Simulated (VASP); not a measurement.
Set up this calculation in VASP 6.6.1, as the native input.

* Task: single point
* Functional: PBE
* Potentials or basis: VASP PAW PBE potentials, release 64 (Si)
* Cutoff: 500 eV
* k mesh: 8 × 8 × 8
* Occupations: fermi-dirac, width 0.05 eV
* Spin: no spin polarisation
* Dipole correction: no
* Further INCAR settings: ALGO = Normal; EDIFF = 1e-06; NBANDS = 11

The structure of Si lies in POSCAR:

```
Si
1.0
    0.0000000000      2.7240000000      2.7240000000
    2.7240000000      0.0000000000      2.7240000000
    2.7240000000      2.7240000000      0.0000000000
Si
2
Direct
    0.5000000000      0.5000000000      0.5000000000
    0.7500000000      0.7500000000      0.7500000000
```

These files were run (other wordings do the same):

INCAR

```
ALGO = Normal
EDIFF = 1E-6
ENCUT = 500
GGA = PE
GGA_COMPAT = F
ISIF = 2
ISMEAR = -1
LASPH = T
LCHARG = F
LREAL = F
LWAVE = F
NBANDS = 11
NELM = 120
PREC = Accurate
SIGMA = 0.05
```

KPOINTS

```
k-points
0
Gamma
  8 8 8
```

Potentials or basis: VASP PAW PBE potentials, release 64 (Si).

The run is started by

```console
$ cat potpaw_PBE.64/Si/POTCAR > POTCAR
$ mpirun -np 1 vasp_std > vasp.out
```

Results of the run:

```yaml
Pressure: 1.0 GPa
Band_gap_on_the_k_mesh: 0.63 eV, indirect (least direct gap 2.56 eV)
```

It took 20 s on 1 thread of Intel Xeon 8259CL, with other jobs on the host, peak memory 0.15 GiB.
